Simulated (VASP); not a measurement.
Crystal: TlCl.

```
CELL_PARAMETERS angstrom
3.83400 0.00000 0.00000
0.00000 3.83400 0.00000
0.00000 0.00000 3.83400
ATOMIC_POSITIONS crystal
Tl 0.00000 0.00000 0.00000
Cl 0.50000 0.50000 0.50000
```

* Program: VASP 6.6.1
* Task: relaxation of cell and atoms
* Functional: PBEsol
* Potentials or basis: VASP PAW PBE potentials, release 64 (Tl_d, Cl)
* Cutoff: 500 eV
* k mesh: 12 × 12 × 12
* Occupations: fermi-dirac, width 0.1 eV
* Spin: no spin polarisation

At the start: pressure -1.4 GPa; volume 28.18 Å³/atom.

**Question.** How do energy, volume and symmetry change on relaxing?

**Answer.** Over 5 steps the energy falls by 6.9 meV/atom and the volume is 26.71 Å³/atom (-5.2 %); space group Pm-3m (No. 221, to 0.1 Å) before and after.

Step by step:
```csv
step,energy change (eV),largest force (eV/Å),pressure (GPa),volume (Å³)
1,0.0000,0.0000,-1.42,56.36
2,-0.0122,0.0000,-0.50,54.35
3,-0.0137,0.0000,-0.01,53.45
4,-0.0137,0.0000,0.02,53.39
5,-0.0137,0.0000,0.00,53.42
```

Final structure:
```yaml
crystal:
  lattice:
    - [3.76607, 0.00000, 0.00000]
    - [0.00000, 3.76607, 0.00000]
    - [0.00000, 0.00000, 3.76607]
  atoms:
    - { symbol: Tl, position: [0.00000, 0.00000, 0.00000] }
    - { symbol: Cl, position: [0.50000, 0.50000, 0.50000] }
```

Caveat: the PAW data sets were made with another functional, which shifts forces and pressure a little.
